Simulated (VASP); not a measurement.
**Sr3O2: single point with PBE**

Crystal: Sr3O2.

```
CELL_PARAMETERS angstrom
5.00429 0.00000 0.00000
-0.24799 5.15473 0.00000
-0.71407 -0.35637 10.45709
ATOMIC_POSITIONS crystal
Sr 0.00183 0.43156 0.24000
Sr 0.00495 0.50259 0.79188
Sr 0.46017 0.43550 0.02913
Sr 0.45346 0.47073 0.52737
Sr 0.53680 0.93996 0.29334
Sr 0.57031 0.99680 0.79684
O 0.50658 0.43104 0.27199
O 0.49683 0.51199 0.76653
O 0.04234 0.89713 0.28265
O 0.92673 0.38270 0.00028
```

```
Program             : VASP 6.6.1
Task                : single point
Functional          : PBE
Potentials or basis : VASP PAW PBE potentials, release 64 (Sr_sv, O)
Cutoff              : 520 eV
k mesh              : 4 × 4 × 2
Occupations         : gaussian, width 0.1 eV
Spin                : no spin polarisation
```

```
Pressure               : 0.7 GPa
Largest force          : 0.218 eV/Å
Band gap on the k mesh : zero (band 42 reaches 2.97 eV, above the bottom of band 43 at 2.24 eV)
```

Forces in eV/Å, atoms in the order of the input:
```
Sr  -0.019 -0.139  0.070
Sr  -0.044  0.016  0.011
Sr   0.050  0.087  0.045
Sr  -0.024 -0.076 -0.034
Sr  -0.010 -0.060  0.007
Sr  -0.078 -0.121 -0.164
O   -0.026  0.035  0.114
O    0.069 -0.093  0.076
O   -0.031  0.175 -0.093
O    0.112  0.177 -0.032
```

Stress tensor (GPa, compression positive):
```
 0.47  0.19 -0.03
 0.19  0.34  0.02
-0.03  0.02  1.30
```

Levels at points of the mesh, in eV from the Fermi level:
```tsv
k point	band 40	band 41	band 42	band 43	band 44	band 45
(0.00, 0.00, 0.00)	-1.91	-1.72	-0.60	-0.25	0.62	0.81
(0.50, 0.00, 0.00)	-2.06	-0.99	-0.50	0.05	0.85	1.32
(0.00, 0.50, 0.00)	-1.84	-0.77	-0.54	0.46	0.86	1.54
(0.50, 0.50, 0.00)	-2.23	-0.16	0.29	0.80	0.99	1.46
(0.00, 0.00, 0.50)	-1.73	-1.68	-1.22	0.05	0.59	0.85
(0.50, 0.00, 0.50)	-2.06	-0.68	-0.49	-0.35	0.63	1.30
(0.00, 0.50, 0.50)	-1.84	-0.71	-0.47	0.25	1.04	1.46
(0.50, 0.50, 0.50)	-2.23	-0.11	0.38	0.76	0.87	1.29
```

Run time: 6.7 min on 1 thread of Intel(R) Xeon(R) Platinum 8259CL CPU @ 2.50GHz (Skylake/Cascade Lake), with other jobs on the host, peak memory 0.47 GiB.
